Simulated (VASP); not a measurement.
## C: single point with LDA

The system is C.

```
CELL_PARAMETERS angstrom
5.84317 0.00000 0.00000
-2.92159 5.06034 0.00000
0.00000 0.00000 1.30986
ATOMIC_POSITIONS crystal
C 0.00000 0.00000 0.00000
C 0.33333 0.66667 0.50000
C 0.66667 0.33333 0.50000
```

This cell differs from its parent crystal: volume scaled by 1.08.

```
Program                : VASP 6.6.1
Task                   : single point
Functional             : LDA
Potentials or basis    : VASP PAW LDA potentials, release 64 (C)
Cutoff                 : 520 eV
k mesh                 : 7 × 7 × 27
Occupations            : fermi-dirac, width 0.1 eV
Spin                   : no spin polarisation
Dipole correction      : no
Further INCAR settings : ALGO = Normal; EDIFF = 1e-06; NBANDS = 13
```

The pressure is -13.1 GPa. The band gap on the k mesh is zero (band 6 reaches 9.57 eV, above the bottom of band 7 at -4.74 eV).

Stress tensor (GPa, compression positive):
```
 -0.25   0.00   0.00
  0.00  -0.25   0.00
  0.00   0.00 -38.69
```

Levels at points of the mesh, in eV from the Fermi level:
```tsv
k point	band 5	band 6	band 7	band 8	band 9	band 10
(0.00, 0.00, 0.00)	-5.49	-5.49	-5.49	-3.82	-3.82	5.29
```

Run time: 28 s on 1 thread of Intel(R) Xeon(R) Platinum 8488C (Sapphire Rapids) (shared host), peak memory 0.16 GiB.
